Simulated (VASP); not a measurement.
A run of VASP 6.6.1 is set up as follows.

The input INCAR:

```
SYSTEM = SiO2
ALGO = Normal ; DIPOL = 0.5 0.5 0.300
EDIFF = 1E-6 ; ENCUT = 520
GGA = PE ; IDIPOL = 3
ISIF = 2 ; ISMEAR = 0
IVDW = 12 ; LASPH = .True.
LCHARG = .False. ; LDIPOL = .True.
LREAL = .False. ; LWAVE = .False.
NBANDS = 25 ; NELM = 60
PREC = Accurate ; SIGMA = 0.1
```

KPOINTS

```
k-points
0
Gamma
  4 4 1
  0 0 0
```

File POSCAR:

```
SiO2
1.0
    3.3349768088      0.0000000000      0.0000000000
    0.0000000000      3.3349768088      0.0000000000
    0.0000000000      0.0000000000     29.9813375200
Si O
2 4
Direct
    0.0000000000      0.0000000000      0.2445973343
    0.0000000000      0.0000000000      0.3557761476
    0.0000000000      0.5000000000      0.2431764689
    0.5000000000      0.0000000000      0.2431764689
    0.0000000000      0.5000000000      0.3571970131
    0.5000000000      0.0000000000      0.3571970131
```

Potentials or basis: VASP PAW PBE potentials, release 64 (Si, O).

The run is started by

```sh
$ cat potpaw_PBE.64/Si/POTCAR potpaw_PBE.64/O/POTCAR > POTCAR
$ mpirun -np 1 vasp_std > vasp.out
```

**Question.** What does it give for the dispersion energy per atom?

**Answer.** -0.107 eV.

**Question.** Estimate the band gap on the k mesh.

**Answer.** Zero (band 16 reaches -2.04 eV, above the bottom of band 17 at -2.53 eV).

Forces in eV/Å, atoms in the order of the input:
```
Si   0.000  0.000  0.003
Si   0.000  0.000 -0.003
O    0.000  0.000  0.000
O    0.000  0.000  0.000
O    0.000  0.000  0.000
O    0.000  0.000  0.000
```

Caveat: the k points lie up to 0.47 Å⁻¹ apart.
